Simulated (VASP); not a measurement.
# RbCl (Fm-3m) in VASP: dielectric tensor with LDA

Aim: the dielectric tensor of RbCl with LDA.

All numbers are computed with VASP 6.6.1; they aren't measurements. Logs are shortened: lines on timing, memory, paths and dates and some standing lists are left out, and cuts for length are marked.

## Step 1: The cell of the first run

Symmetry: Fm-3m, No. 225, cubic system. Conventional cell: a = 6.548 Å, b = 6.548 Å, c = 6.548 Å, α = 90.00°, β = 90.00°, γ = 90.00°. Within 4.3 Å of Rb (site symmetry m-3m) lie 6 Cl at 3.27 Å. Cl (site symmetry m-3m) has 6 Rb at 3.27 Å within 4.3 Å.

## Step 2: Dielectric tensor, LDA

Contents of INCAR:

```
ALGO = Normal
EDIFF = 1E-8
ENCUT = 400
GGA = CA
GGA_COMPAT = False
ISIF = 2
ISMEAR = 0
LASPH = True
LCHARG = False
LEPSILON = True
LREAL = False
LWAVE = False
NELM = 120
PREC = Accurate
SIGMA = 0.01
```

Contents of KPOINTS:

```
k-points
0
Gamma
  5 5 5
```

Contents of POSCAR:

```
RbCl
1.0
    0.0000000000      3.2740000000      3.2740000000
    3.2740000000      0.0000000000      3.2740000000
    3.2740000000      3.2740000000      0.0000000000
Rb Cl
1 1
Direct
    0.0000000000      0.0000000000      0.0000000000
    0.5000000000      0.5000000000      0.5000000000
```

Potentials or basis: VASP PAW LDA potentials, release 64 (Rb_sv, Cl).

Launch:

```bash
> cat potpaw_LDA.64/Rb_sv/POTCAR potpaw_LDA.64/Cl/POTCAR > POTCAR
> mpirun -np 1 vasp_std > vasp.out
```

OUTCAR:

```text
EDIFF = 1E-8
   ENCUT = 400
   GGA = CA
   ISIF = 2
   ISMEAR = 0
   LASPH = True
   LEPSILON = True
   LREAL = False
   NELM = 120
   PREC = Accurate

 ion  position               nearest neighbor table
   1  0.000  0.000  0.000-   2 3.27   2 3.27   2 3.27   2 3.27   2 3.27   2 3.27
   2  0.500  0.500  0.500-   1 3.27   1 3.27   1 3.27   1 3.27   1 3.27   1 3.27

  LATTYP: Found a face centered cubic cell.
 ALAT       =     6.5480000000

  Lattice vectors:

 A1 = (   0.0000000000,   3.2740000000,   3.2740000000)
 A2 = (   3.2740000000,   0.0000000000,   3.2740000000)
 A3 = (   3.2740000000,   3.2740000000,   0.0000000000)

Analysis of symmetry for initial positions (statically):
=====================================================================
 Subroutine PRICEL returns:
 Original cell was already a primitive cell.

 Routine SETGRP: Setting up the symmetry group for a
 face centered cubic supercell.

 Subroutine GETGRP returns: Found 48 space group operations
 (whereof 48 operations were pure point group operations)
 out of a pool of 48 trial point group operations.

The static configuration has the point symmetry O_h .

Analysis of symmetry for dynamics (positions and initial velocities):
=====================================================================
 Subroutine PRICEL returns:
 Original cell was already a primitive cell.

 Routine SETGRP: Setting up the symmetry group for a
 face centered cubic supercell.

 Subroutine GETGRP returns: Found 48 space group operations
 (whereof 48 operations were pure point group operations)
 out of a pool of 48 trial point group operations.

The dynamic configuration has the point symmetry O_h .

 Subroutine INISYM returns: Found 48 space group operations
 (whereof 48 operations are pure point group operations),
 and found     1 'primitive' translations

----------------------------------------------------------------------------------------

                                     Primitive cell

  volume of cell :      70.1885

  direct lattice vectors                    reciprocal lattice vectors
     0.000000000  3.274000000  3.274000000    -0.152718387  0.152718387  0.152718387
     3.274000000  0.000000000  3.274000000     0.152718387 -0.152718387  0.152718387
     3.274000000  3.274000000  0.000000000     0.152718387  0.152718387 -0.152718387

  length of vectors
     4.630135203  4.630135203  4.630135203     0.264516006  0.264516006  0.264516006

  position of ions in fractional coordinates (direct lattice)
     0.000000000  0.000000000  0.000000000
     0.500000000  0.500000000  0.500000000

  ion indices of the primitive-cell ions
   primitive index   ion index
                 1           1
                 2           2

----------------------------------------------------------------------------------------

 KPOINTS: k-points

Automatic generation of k-mesh.
 Grid dimensions read from file:
 generate k-points for:    5    5    5

 Generating k-lattice:

  Cartesian coordinates                     Fractional coordinates (reciprocal lattice)
    -0.030543677  0.030543677  0.030543677     0.200000000  0.000000000  0.000000000
     0.030543677 -0.030543677  0.030543677     0.000000000  0.200000000  0.000000000
     0.030543677  0.030543677 -0.030543677     0.000000000  0.000000000  0.200000000

  Length of vectors
     0.052903201  0.052903201  0.052903201

  Shift w.r.t. Gamma in fractional coordinates (k-lattice)
     0.000000000  0.000000000  0.000000000

 Subroutine IBZKPT returns following result:
 ===========================================

 Found     10 irreducible k-points:
[... 61 lines left out ...]
   LRPA    =     F    only Hartree local field effects (RPA)
 non-spin polarized calculation
 Gauss-broadening in eV      SIGMA  =   0.01
  energy-cutoff  :      400.00
  volume of cell :       70.19
 maximum number of plane-waves:      1296
 NGX is ok and might be reduce to    30
   NGX = 15   NGY = 15   NGZ = 15

--------------------------------------- Ionic step        1  -------------------------------------------

 number of electron      15.9999999 magnetization

 E-fermi :  -2.0420     XC(G=0):  -7.9649

 val. band max:       -2.0864031879   @ k =   0.0000   0.0000   0.0000
 cond. band min:       2.5157326426   @ k =   0.0000   0.0000   0.0000
 fundamental gap:      4.6021358305
 Fermi energy:        -2.0419578520

 k-point     1 :       0.0000    0.0000    0.0000
  band No.  band energies     occupation
      1     -25.8343      2.00000
      2     -14.0034      2.00000
      3      -9.9484      2.00000
      4      -9.9484      2.00000
      5      -9.9484      2.00000
      6      -2.0864      2.00000
      7      -2.0864      2.00000
      8      -2.0864      2.00000
      9       2.5157      0.00000
     10       5.6321      0.00000
     11       5.6321      0.00000
     12       5.6321      0.00000
[... 121 lines left out ...]
 k-point    10 :      -0.4000    0.4000    0.2000
  band No.  band energies     occupation
      1     -25.8118      2.00000
      2     -14.0003      2.00000
      3     -10.1204      2.00000
      4     -10.1139      2.00000
      5      -9.9452      2.00000
      6      -2.6320      2.00000
      7      -2.4018      2.00000
      8      -2.2969      2.00000
      9       4.8480      0.00000
     10       5.5501      0.00000
     11       6.9122      0.00000
     12       7.7520      0.00000

  FORCE on cell =-STRESS in cart. coord.  units (eV):
  Direction    XX          YY          ZZ          XY          YZ          ZX
  --------------------------------------------------------------------------------------
  -------------------------------------------------------------------------------------
  Total       -0.6080230     -0.6080230     -0.6080230      0.0000000     -0.0000000      0.0000000
  in kB      -13.8792053    -13.8792053    -13.8792053      0.0000000     -0.0000000      0.0000000
  external PRESSURE =     -13.8792053 kB  Pullay stress =       0.0000000 kB

 VOLUME and BASIS-vectors are now :
 -----------------------------------------------------------------------------
  energy-cutoff  :      400.00
  volume of cell :       70.19
      direct lattice vectors                 reciprocal lattice vectors
     0.000000000  3.274000000  3.274000000    -0.152718387  0.152718387  0.152718387
     3.274000000  0.000000000  3.274000000     0.152718387 -0.152718387  0.152718387
     3.274000000  3.274000000  0.000000000     0.152718387  0.152718387 -0.152718387

 POSITION                                       TOTAL-FORCE (eV/Angst)
 -----------------------------------------------------------------------------------
      0.00000      0.00000      0.00000        -0.000000     -0.000000     -0.000000
      3.27400      3.27400      3.27400         0.000000      0.000000      0.000000
 -----------------------------------------------------------------------------------
    total drift:                                0.000000      0.000000      0.000000

  FREE ENERGIE OF THE ION-ELECTRON SYSTEM (eV)
  ---------------------------------------------------
  free  energy   TOTEN  =        -7.2443864040 eV

  energy  without entropy=       -7.2443864040  energy(sigma->0) =       -7.24438640

 HEAD OF MICROSCOPIC STATIC DIELECTRIC TENSOR (INDEPENDENT PARTICLE, excluding Hartree and local field effects)
 ------------------------------------------------------
           2.724826    -0.000000     0.000000
           0.000000     2.724826    -0.000000
          -0.000000     0.000000     2.724826
 ------------------------------------------------------

 Free energy of the ion-electron system (eV)
  ---------------------------------------------------
  ---------------------------------------------------
  free energy    TOTEN  =        -0.30365127 eV

  energy without entropy =       -0.30365127

------------------------ aborting loop because EDIFF is reached ----------------------------------------

--------------------------------------- Ionic step        2  -------------------------------------------

------------------------ aborting loop because EDIFF is reached ----------------------------------------

--------------------------------------- Ionic step        3  -------------------------------------------

 Free energy of the ion-electron system (eV)
  ---------------------------------------------------
  ---------------------------------------------------
  free energy    TOTEN  =        -0.30365172 eV

  energy without entropy =       -0.30365172

------------------------ aborting loop because EDIFF is reached ----------------------------------------

 PIEZOELECTRIC TENSOR FIELD DIRECTION 3  (e Angst)
 -----------------------------------------------------------------------------
    -0.00006  0.00000  0.00000           ( -0.00000  0.00000  0.00000)
     0.00000 -0.00006  0.00000           (  0.00000 -0.00000  0.00000)
     0.00000  0.00000 -0.00108           (  0.00000  0.00000 -0.00000)

 PIEZOELECTRIC TENSOR FIELD DIRECTION 3  (C/m^2)
 -----------------------------------------------------------------------------
    -0.00001  0.00000  0.00000
     0.00000 -0.00001  0.00000
     0.00000  0.00000 -0.00025

 MACROSCOPIC STATIC DIELECTRIC TENSOR (including local field effects in DFT)
 ------------------------------------------------------
           2.427127    -0.000000    -0.000000
           0.000000     2.427127    -0.000000
           0.000000     0.000000     2.427127
 ------------------------------------------------------

 PIEZOELECTRIC TENSOR (including local field effects)  for field in x, y, z        (e  Angst)
          XX          YY          ZZ          XY          YZ          ZX
  --------------------------------------------------------------------------------
  x     0.00000     0.00000     0.00000     0.00000     0.00000     0.00000
  y     0.00000     0.00000     0.00000     0.00000     0.00000     0.00000
  z     0.00000     0.00000     0.00000     0.00000     0.00000     0.00000

 PIEZOELECTRIC TENSOR (including local field effects)  for field in x, y, z        (C/m^2)
          XX          YY          ZZ          XY          YZ          ZX
  --------------------------------------------------------------------------------
  x     0.00000     0.00000     0.00000     0.00000     0.00000     0.00000
  y     0.00000     0.00000     0.00000     0.00000     0.00000     0.00000
  z     0.00000     0.00000     0.00000     0.00000     0.00000     0.00000

 BORN EFFECTIVE CHARGES (including local field effects) (in |e|, cummulative output)
 ---------------------------------------------------------------------------------
 ion    1
    1     1.16035     0.00000     0.00000
    2     0.00000     1.16035     0.00000
    3     0.00000     0.00000     1.16035
 ion    2
    1    -1.16035     0.00000     0.00000
    2     0.00000    -1.16035     0.00000
    3     0.00000     0.00000    -1.16035
```

Run time: 3 min. Hardware: 1 thread of AMD EPYC 7R13, shared host; peak memory 0.14 GiB.

What came out:

```yaml
Band_gap_on_the_k_mesh: 4.60 eV
Electronic_dielectric_tensor_diagonal: 2.43
Born_charges_mean_of_the_diagonal: Rb +1.16; Cl -1.16 e
```

Electronic dielectric tensor:
```
2.43 0.00 0.00
0.00 2.43 0.00
0.00 0.00 2.43
```

Born effective charge tensors (e):
atom 1, Rb
```
1.16 0.00 0.00
0.00 1.16 0.00
0.00 0.00 1.16
```
atom 2, Cl
```
-1.16  0.00  0.00
 0.00 -1.16  0.00
 0.00  0.00 -1.16
```

Expect the measured gap to be larger: semilocal functionals such as LDA lack the derivative discontinuity.
